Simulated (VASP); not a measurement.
Crystal: MgO.

```
Mg O
1.0
     0.00000    2.05419    2.05419
     2.05419    0.00000    2.05419
     2.05419    2.05419    0.00000
Mg O
1 1
Direct
  0.00000 0.00000 0.00000
  0.50000 0.50000 0.50000
```

Base run:

* Program: VASP 6.6.1
* Functional: r2SCAN
* Potentials or basis: VASP PAW PBE potentials, release 64 (Mg, O)
* Cutoff: 520 eV
* k mesh: 11 × 11 × 11
* Occupations: fermi-dirac, width 0.05 eV
* Spin: no spin polarisation

Its results: band gap on the k mesh 6.40 eV, direct; pressure 12.2 GPa.

After a change of settings the same cell gave: band gap on the k mesh 5.49 eV, direct; pressure 18.6 GPa. Which change was it?
A. functional from r2SCAN to PBE; further incar settings from ALGO = Normal; EDIFF = 1e-07; NBANDS = 11 to ALGO = Normal; EDIFF = 1e-06; NBANDS = 11
B. functional from r2SCAN to PBEsol; further incar settings from ALGO = Normal; EDIFF = 1e-07; NBANDS = 11 to ALGO = Normal; EDIFF = 1e-06; NBANDS = 11
C. potentials or basis from VASP PAW PBE potentials, release 64 (Mg, O) to VASP PAW PBE potentials, release 64 (Mg_sv, O); cutoff from 520 eV to 660 eV; further incar settings from ALGO = Normal; EDIFF = 1e-07; NBANDS = 11 to ALGO = Normal; EDIFF = 1e-06; NBANDS = 15; valence electrons from 8 to 16

A.

Caveats: the PAW data sets were made with another functional, which shifts forces and pressure a little (some runs).
